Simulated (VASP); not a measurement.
A run of VASP 6.6.1 is set up as follows.

Contents of INCAR:

```
SYSTEM = TiC
ALGO     = Normal         ! electronic algorithm
EDIFF    = 1E-7           ! SCF threshold, eV
EDIFFG   = -0.002         ! ionic threshold
ENCUT    = 600            ! plane-wave cutoff, eV
GGA      = PS             ! functional
GGA_COMPAT= .FALSE.      
IBRION   = 2              ! ionic algorithm
ISIF     = 3              ! what is computed and relaxed
ISMEAR   = -1             ! smearing method
LASPH    = .TRUE.         ! aspherical terms in the spheres
LCHARG   = .FALSE.        ! write CHGCAR
LREAL    = .FALSE.        ! projectors in reciprocal space
LWAVE    = .FALSE.        ! write WAVECAR
NELM     = 120            ! most SCF steps
NELMIN   = 4            
NSW      = 100            ! ionic steps
PREC     = Accurate       ! precision mode
PSTRESS  = 20.0         
SIGMA    = 0.05           ! smearing width, eV
```

The input KPOINTS:

```
k-points
0
G
  18 18 18
  0 0 0
```

Contents of POSCAR:

```
TiC
1.0
    0.0000000000      2.1467070539      2.1467070539
    2.1467070539      0.0000000000      2.1467070539
    2.1467070539      2.1467070539      0.0000000000
Ti C
1 1
Direct
    0.0000000000      0.0000000000      0.0000000000
    0.5000000000      0.5000000000      0.5000000000
```

Potentials or basis: VASP PAW PBE potentials, release 64 (Ti_sv, C).

Command:

```console
$ cat potpaw_PBE.64/Ti_sv/POTCAR potpaw_PBE.64/C/POTCAR > POTCAR
$ mpirun -np 1 vasp_std > vasp.out
```

Q: Predict the relaxed volume.

A: 9.82 Å³/atom.

Q: Estimate the space group after relaxing (to 0.05 Å).

A: Fm-3m (No. 225).

Step by step:
```tsv
step	energy change (eV)	largest force (eV/Å)	pressure (GPa)	volume (Å³)
1	0.0000	0.0000	0.14	19.79
2	0.0049	0.0000	4.72	19.46
3	0.0009	0.0000	2.00	19.65
```

Caveat: the cell is relaxed towards a set pressure, so the enthalpy falls and the energy may rise; the PAW data sets were made with another functional, which shifts forces and pressure a little.
